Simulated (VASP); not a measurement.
# CdF2 in VASP: notebook

Runs on CdF2. Level: PBEsol. Tasks: single point.

Everything below comes from runs of VASP 6.6.1. Logs are shortened: lines on timing, memory, paths and dates and some standing lists are left out, and cuts for length are marked.

## (1) The cell of the first run

The structure is trigonal, space group R3m (No. 160). Conventional cell: a = 3.558 Å, b = 3.558 Å, c = 9.835 Å, α = 90.00°, β = 90.00°, γ = 120.00°. Within 2.9 Å of Cd (site symmetry 3m) lie 8 F at 2.19 to 2.52 Å. Within 2.9 Å of F (site symmetry 3m) lie 4 Cd at 2.19 to 2.52 Å and 6 F at 2.63 Å. F (site symmetry 3m) has 4 Cd at 2.24 to 2.39 Å and 6 F at 2.63 Å within 3.0 Å.

## (2) Single point, PBEsol (strained and its atoms moved)

File INCAR:

```
  PREC = Accurate
  ENCUT = 520
  EDIFF = 1E-6
  ISMEAR = 0
  SIGMA = 0.02
  LREAL = False
  LASPH = True
  NELM = 60
  ALGO = Normal
  ISIF = 2
  LWAVE = False
  LCHARG = False
  GGA = PS
  NBANDS = 20
```

File KPOINTS:

```
regular mesh
0
Gamma
  8 8 8
```

File POSCAR:

```
CdF2
1.0
    0.0000000000      2.5159535400      2.5159535400
    2.7314735400     -0.2155200000      2.7314735400
    2.5159535400      2.5159535400      0.0000000000
Cd F
1 2
Direct
   -0.0045374556      0.0136123669     -0.0045374556
    0.2520247248      0.2439258255      0.2520247248
    0.7525127308      0.7424618076      0.7525127308
```

Potentials or basis: VASP PAW PBE potentials, release 64 (Cd, F).

The run is started by

```sh
cat potpaw_PBE.64/Cd/POTCAR potpaw_PBE.64/F/POTCAR > POTCAR
mpirun -np 1 vasp_std > vasp.out
```

OUTCAR:

```text
PREC = Accurate
   ENCUT = 520
   EDIFF = 1E-6
   ISMEAR = 0
   LREAL = False
   LASPH = True
   NELM = 60
   ISIF = 2
   GGA = PS

 ion  position               nearest neighbor table
   1  0.995  0.014  0.995-   2 2.19   2 2.19   2 2.19   3 2.24   3 2.24   3 2.24   3 2.39   2 2.52

   2  0.252  0.244  0.252-   1 2.19   1 2.19   1 2.19   1 2.52
   3  0.753  0.742  0.753-   1 2.24   1 2.24   1 2.24   1 2.39

  LATTYP: Found a trigonal (rhomboedric) cell.
 ALAT       =     3.8688944506
 COS(alpha) =     0.5771060512

  Lattice vectors:

 A1 = (   0.2155200000,  -2.7314735400,   2.7314735400)
 A2 = (   2.7314735400,  -2.7314735400,   0.2155200000)
 A3 = (   2.7314735400,  -0.2155200000,   2.7314735400)

Analysis of symmetry for initial positions (statically):
=====================================================================
 Subroutine PRICEL returns:
 Original cell was already a primitive cell.

 Routine SETGRP: Setting up the symmetry group for a
 trigonal (rhombohedral) supercell.

 Subroutine GETGRP returns: Found  6 space group operations
 (whereof  6 operations were pure point group operations)
 out of a pool of 12 trial point group operations.

The static configuration has the point symmetry C_3v.

Analysis of symmetry for dynamics (positions and initial velocities):
=====================================================================
 Subroutine PRICEL returns:
 Original cell was already a primitive cell.

 Routine SETGRP: Setting up the symmetry group for a
 trigonal (rhombohedral) supercell.

 Subroutine GETGRP returns: Found  6 space group operations
 (whereof  6 operations were pure point group operations)
 out of a pool of 12 trial point group operations.

The dynamic configuration has the point symmetry C_3v.

 Subroutine INISYM returns: Found  6 space group operations
 (whereof  6 operations are pure point group operations),
 and found     1 'primitive' translations

----------------------------------------------------------------------------------------

                                     Primitive cell

  volume of cell :      35.9448

  direct lattice vectors                    reciprocal lattice vectors
     0.000000000  2.515953540  2.515953540    -0.191189161  0.191189161  0.206274458
     2.731473540 -0.215520000  2.731473540     0.176103865 -0.176103865  0.176103865
     2.515953540  2.515953540  0.000000000     0.206274458  0.191189161 -0.191189161

  length of vectors
     3.558095619  3.868894451  3.558095619     0.340081965  0.305020842  0.340081965

  position of ions in fractional coordinates (direct lattice)
     0.995462544  0.013612367  0.995462544
     0.252024725  0.243925825  0.252024725
     0.752512731  0.742461808  0.752512731

  ion indices of the primitive-cell ions
   primitive index   ion index
                 1           1
                 2           2
                 3           3

----------------------------------------------------------------------------------------

 KPOINTS: regular mesh

Automatic generation of k-mesh.
 Grid dimensions read from file:
 generate k-points for:    8    8    8

 Generating k-lattice:

  Cartesian coordinates                     Fractional coordinates (reciprocal lattice)
    -0.023898645  0.023898645  0.025784307     0.125000000  0.000000000  0.000000000
     0.022012983 -0.022012983  0.022012983     0.000000000  0.125000000  0.000000000
     0.025784307  0.023898645 -0.023898645     0.000000000  0.000000000  0.125000000

  Length of vectors
     0.042510246  0.038127605  0.042510246

  Shift w.r.t. Gamma in fractional coordinates (k-lattice)
     0.000000000  0.000000000  0.000000000

 Subroutine IBZKPT returns following result:
 ===========================================

 Found     65 irreducible k-points:

 Following reciprocal coordinates:
            Coordinates               Weight
  0.000000  0.000000  0.000000      1.000000
  0.125000  0.000000  0.000000      6.000000
  0.250000  0.000000  0.000000      6.000000
  0.375000  0.000000  0.000000      6.000000
  0.500000  0.000000  0.000000      3.000000
  0.000000  0.125000  0.000000      2.000000
[... 16 lines left out ...]
  0.125000  0.375000  0.000000      6.000000
  0.250000  0.375000  0.000000      6.000000
 [... further k-points ...]
   k-points           NKPTS =     65   k-points in BZ     NKDIM =     65   number of bands    NBANDS=     20
   number of dos      NEDOS =    301   number of ions     NIONS =      3
   total plane-waves  NPLWV =  23520
   dimension x,y,z NGX =    28 NGY =   30 NGZ =   28
   dimension x,y,z NGXF=    56 NGYF=   60 NGZF=   56
   ions per type =               1   2
   NGX,Y,Z   is equivalent  to a cutoff of  13.08, 12.89, 13.08 a.u.
   NGXF,Y,Z  is equivalent  to a cutoff of  26.17, 25.78, 26.17 a.u.
 SYSTEM =  unknown system
   PREC   = accura    normal or accurate (medium, high low for compatibility)
   ISTART =      0    job   : 0-new  1-cont  2-samecut
   ICHARG =      2    charge: 1-file 2-atom 10-const
   ISPIN  =      1    spin polarized calculation?
   LNONCOLLINEAR =      F non collinear calculations
   LSORBIT =      F    spin-orbit coupling
   LASPH  =      T    aspherical Exc in radial PAW
   ENCUT  =  520.0 eV  38.22 Ry    6.18 a.u.   6.62  7.19  6.62*2*pi/ulx,y,z
   NELM   =     60;   NELMIN=  2; NELMDL= -5     # of ELM steps
   EDIFF  = 0.1E-05   stopping-criterion for ELM
   LREAL  =      F    real-space projection
   EDIFFG = 0.1E-04   stopping-criterion for IOM
   NSW    =      0    number of steps for IOM
   IBRION =     -1    ionic relax: 0-MD 1-quasi-New 2-CG
   NFREE  =      0    steps in history (QN), initial steepest desc. (CG)
   ISIF   =      2    stress and relaxation
   ISYM   =      2    0-nonsym 1-usesym 2-fastsym
   POTIM  = 0.5000    time-step for ionic-motion
   TEBEG  =    0.0;   TEEND  =   0.0 temperature during run
   PSTRESS=    0.0 pullay stress
   NELECT =      26.0000    total number of electrons
   NUPDOWN=      -1.0000    fix difference up-down
   EMIN   =  10.00;   EMAX   =-10.00  energy-range for DOS
   EFERMI =   0.00;   METHOD = LEGACY
   ISMEAR =     0;   SIGMA  =   0.02  broadening in eV -4-tet -1-fermi 0-gaus
   EFERMI_NEDOS =   21; number of points for ismear=-14 and -15
   IALGO  =     38    algorithm
   IMIX   =      4    mixing-type and parameters
     AMIX     =   0.40;   BMIX     =  1.00
     AMIX_MAG =   1.60;   BMIX_MAG =  1.00
  volume/ion in A,a.u.               =      11.98        80.86
  Fermi-wavevector in a.u.,A,eV,Ry     =   1.469559  2.777065 29.383210  2.159605
  Thomas-Fermi vector in A             =   2.584922
   LORBIT       =      0    0 simple, 1 ext, 2 COOP (PROOUT), +10 PAW based schemes
   GGA     = PS    functional components
   LHFCALC =     F    Hartree Fock is set to
   AEXX    =    0.0000 exact exchange contribution
   IVDW    =     0    specifies the selected vdW correction
   LEPSILON=     F    determine dielectric tensor
   LRPA    =     F    only Hartree local field effects (RPA)
 non-spin polarized calculation
 Gauss-broadening in eV      SIGMA  =   0.02
  energy-cutoff  :      520.00
  volume of cell :       35.94
 maximum number of plane-waves:       996
 NGX is ok and might be reduce to    28
   NGX = 13   NGY = 15   NGZ = 13

 number of electron      25.9999994 magnetization

 Free energy of the ion-electron system (eV)
  ---------------------------------------------------
  ext. energy  EPLUGINS =         0.00000000
  ---------------------------------------------------
  free energy    TOTEN  =       -11.36959294 eV

  energy without entropy =      -11.36959294  energy(sigma->0) =      -11.36959294

 E-fermi :  -0.4911     XC(G=0): -11.1764

 val. band max:       -0.6931436146   @ k =   0.5000   0.5000   0.0000
 cond. band min:       2.5046029380   @ k =   0.0000   0.0000   0.0000
 fundamental gap:      3.1977465526
 Fermi energy:        -0.4910590946

 k-point     1 :       0.0000    0.0000    0.0000
  band No.  band energies     occupation
      1     -22.0502      2.00000
      2     -20.6692      2.00000
      3      -6.8277      2.00000
      4      -6.8277      2.00000
      5      -6.6658      2.00000
      6      -5.0690      2.00000
[... 12 lines left out ...]
     19      19.6376      0.00000
     20      19.6376      0.00000

 k-point     2 :       0.1250    0.0000    0.0000
  band No.  band energies     occupation
      1     -21.9840      2.00000
      2     -20.7267      2.00000
      3      -6.7414      2.00000
      4      -6.6855      2.00000
      5      -6.5124      2.00000
      6      -5.1193      2.00000
[... 12 lines left out ...]
     19      18.9537      0.00000
     20      19.3300      0.00000

 k-point     3 :       0.2500    0.0000    0.0000
  band No.  band energies     occupation
      1     -21.8085      2.00000
      2     -20.8774      2.00000
      3      -6.5377      2.00000
      4      -6.4515      2.00000
      5      -5.9793      2.00000
      6      -5.2014      2.00000
[... 12 lines left out ...]
     19      18.8242      0.00000
     20      19.1777      0.00000

 k-point     4 :       0.3750    0.0000    0.0000
  band No.  band energies     occupation
      1     -21.5794      2.00000
      2     -21.0749      2.00000
      3      -6.3669      2.00000
      4      -6.2825      2.00000
      5      -5.2666      2.00000
      6      -5.1737      2.00000
[... 429 lines left out ...]
 k-point    23 :       0.1250    0.3750    0.0000
  band No.  band energies     occupation
      1     -21.6748      2.00000
      2     -21.0256      2.00000
      3      -6.5135      2.00000
      4      -6.5116      2.00000
      5      -5.4939      2.00000
      6      -5.2820      2.00000
[... 12 lines left out ...]
     19      19.6970      0.00000
     20      21.0154      0.00000

 k-point    24 :       0.2500    0.3750    0.0000
  band No.  band energies     occupation
      1     -21.6358      2.00000
      2     -21.0241      2.00000
      3      -6.2859      2.00000
      4      -6.2849      2.00000
      5      -5.8452      2.00000
      6      -5.3167      2.00000
[... 12 lines left out ...]
     19      20.4758      0.00000
     20      20.5165      0.00000

 [... further k-points ...]

------------------------ aborting loop because EDIFF is reached ----------------------------------------

  FORCE on cell =-STRESS in cart. coord.  units (eV):
  Direction    XX          YY          ZZ          XY          YZ          ZX
  --------------------------------------------------------------------------------------
  -------------------------------------------------------------------------------------
  Total        3.2698800      3.2698800      3.2698800      0.6840205      0.6840205     -0.6840205
  in kB      145.7491579    145.7491579    145.7491579     30.4890140     30.4890140    -30.4890140
  external PRESSURE =     145.7491579 kB  Pullay stress =       0.0000000 kB

 VOLUME and BASIS-vectors are now :
 -----------------------------------------------------------------------------
  energy-cutoff  :      520.00
  volume of cell :       35.94
      direct lattice vectors                 reciprocal lattice vectors
     0.000000000  2.515953540  2.515953540    -0.191189161  0.191189161  0.206274458
     2.731473540 -0.215520000  2.731473540     0.176103865 -0.176103865  0.176103865
     2.515953540  2.515953540  0.000000000     0.206274458  0.191189161 -0.191189161

 POSITION                                       TOTAL-FORCE (eV/Angst)
 -----------------------------------------------------------------------------------
      2.54172      5.00614      2.54172        -0.173497      0.173497     -0.173497
      1.30036      1.21559      1.30036         0.357792     -0.357792      0.357792
      3.92130      3.62656      3.92130        -0.184295      0.184295     -0.184295
 -----------------------------------------------------------------------------------
    total drift:                               -0.000278      0.000133     -0.000277

  FREE ENERGIE OF THE ION-ELECTRON SYSTEM (eV)
  ---------------------------------------------------
  free  energy   TOTEN  =       -11.3695929403 eV

  energy  without entropy=      -11.3695929403  energy(sigma->0) =      -11.36959294
```

Wall time 62 s (1 thread of Intel Xeon Platinum 8175M at 2.50GHz (Skylake/Cascade Lake), shared host); peak memory 0.18 GiB.

What came out:

```yaml
Free_energy: -11.3696 eV
Pressure: 14.6 GPa
Largest_force: 0.620 eV/Å
Band_gap_on_the_k_mesh: 3.20 eV, indirect (least direct gap 3.41 eV)
```

Forces in eV/Å, atoms in the order of the input:
```
Cd  -0.173  0.173 -0.173
F    0.358 -0.358  0.358
F   -0.184  0.184 -0.184
```

Stress tensor (GPa, compression positive):
```
14.57  3.05 -3.05
 3.05 14.57  3.05
-3.05  3.05 14.57
```

Levels at points of the mesh, in eV from the valence-band top:
```tsv
k point	band 11	band 12	band 13	band 14	band 15	band 16
(0.00, 0.00, 0.00)	-0.87	-0.22	-0.22	3.20	11.39	13.73
(0.50, 0.00, 0.00)	-2.25	-0.60	-0.31	7.91	9.35	14.08
(0.00, 0.50, 0.00)	-2.21	-0.09	-0.09	7.08	8.65	15.64
(0.50, 0.50, 0.00)	-0.83	-0.31	0.00	8.60	9.83	11.82
```

Caveat: the cell differs from its parent crystal (strained and its atoms moved); the PAW data sets were made with another functional, which shifts forces and pressure a little.

(Continued in part 2 of 3.)
